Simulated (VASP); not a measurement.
A run of VASP 6.6.1 is set up as follows.

The input INCAR:

```
PREC = Accurate
ENCUT = 520
EDIFF = 1E-8
ISMEAR = -1
SIGMA = 0.08
LREAL = F
LASPH = T
NELM = 60
ALGO = Normal
ISIF = 2
LWAVE = F
LCHARG = F
GGA = PE
LEFG = T
NBANDS = 30
```

The input KPOINTS:

```
regular mesh
0
Gamma
  14 14 4
```

POSCAR

```
Ag
1.0
    2.8861989086      0.0000000000      0.0000000000
   -1.4430994543      2.4995215753      0.0000000000
    0.0000000000      0.0000000000     10.1000000000
Ag
4
Direct
    0.3333333333      0.6666666667      0.2500000000
    0.6666666667      0.3333333333      0.7500000000
    0.0000000000      0.0000000000      0.0000000000
    0.0000000000      0.0000000000      0.5000000000
```

Potentials or basis: VASP PAW PBE potentials, release 64 (Ag).

Command:

```console
$ cat potpaw_PBE.64/Ag/POTCAR > POTCAR
$ mpirun -np 1 vasp_std > vasp.out
```

(1) Estimate the band gap on the k mesh.

(2) Estimate the pressure.

Answers

(1) zero (bands 22 and 23 overlap by 6.14 eV).

(2) -1.2 GPa.

Caveat: the cell differs from its parent crystal (zz strain of +1 %); the stress differs along the axes, from -5 to 1 GPa; without QUAD_EFG the Cq values of the log hold for a quadrupole moment of 1 mb, not for the nuclei.
